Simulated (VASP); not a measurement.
# Hf3ZrS8: single point with PBE

Crystal: Hf3ZrS8.

```xyz
12
Lattice="3.6194 0.0000 0.0000 -1.8097 3.1345 0.0000 0.0000 0.0000 23.3317" Properties=species:S:1:pos:R:3 pbc="T T T"
Zr    0.0000    0.0000   11.6658
Hf    0.0000    0.0000   17.4988
Hf    0.0000    0.0000    0.0000
Hf    0.0000    0.0000    5.8329
S     0.0000    2.0897   18.9523
S     0.0000    2.0897    1.4536
S     0.0000    2.0897    7.2865
S     0.0000    2.0897   13.1194
S     1.8097    1.0448   21.8781
S     1.8097    1.0448    4.3794
S     1.8097    1.0448   10.2123
S     1.8097    1.0448   16.0452
```

- Program: VASP 6.6.1
- Task: single point
- Functional: PBE
- Potentials or basis: VASP PAW PBE potentials, release 64 (Zr_sv, Hf_pv, S)
- Cutoff: 520 eV
- k mesh: 6 × 6 × 1
- Occupations: gaussian, width 0.1 eV
- Spin: no spin polarisation
- Dipole correction: no
- Further INCAR settings: ALGO = Normal; EDIFF = 1e-06; NBANDS = 57

```yaml
Pressure: 2.1 GPa
Largest_force: 0.188 eV/Å
Band_gap_on_the_k_mesh: 0.88 eV (least direct gap 1.53 eV)
```

Forces on the atoms (eV/Å):
```
Zr   0.000  0.000  0.000
Hf   0.000  0.000 -0.001
Hf   0.000  0.000  0.000
Hf   0.000  0.000  0.001
S    0.000  0.000 -0.104
S    0.000  0.000 -0.104
S    0.000  0.000 -0.096
S    0.000  0.000  0.188
S    0.000  0.000  0.104
S    0.000  0.000  0.104
S    0.000  0.000 -0.188
S    0.000  0.000  0.096
```

Stress tensor (GPa, compression positive):
```
2.10 0.00 0.00
0.00 2.10 0.00
0.00 0.00 2.02
```

Levels at points of the mesh, in eV from the valence-band top:
| k point | band 41 | band 42 | band 43 | band 44 | band 45 | band 46 | band 47 | band 48 | band 49 | band 50 |
| --- | --- | --- | --- | --- | --- | --- | --- | --- | --- | --- |
| (0.00, 0.00, 0.00) | -0.19 | -0.19 | -0.12 | -0.12 | 0.00 | 1.53 | 1.53 | 1.88 | 1.88 | 1.90 |
| (0.50, 0.00, 0.00) | -1.38 | -1.24 | -1.19 | -1.04 | -0.90 | 0.88 | 1.02 | 1.06 | 1.10 | 3.37 |

Run time: 4.8 min on 1 thread of Intel Xeon 8259CL, on a shared host, peak memory 0.41 GiB.

Caveat: spin-orbit coupling is left out, which moves the levels of the heavy elements; this functional lacks dispersion, which binds layers or chains, so the pressure and a relaxed spacing across them are unreliable. A k mesh can miss the band edges.
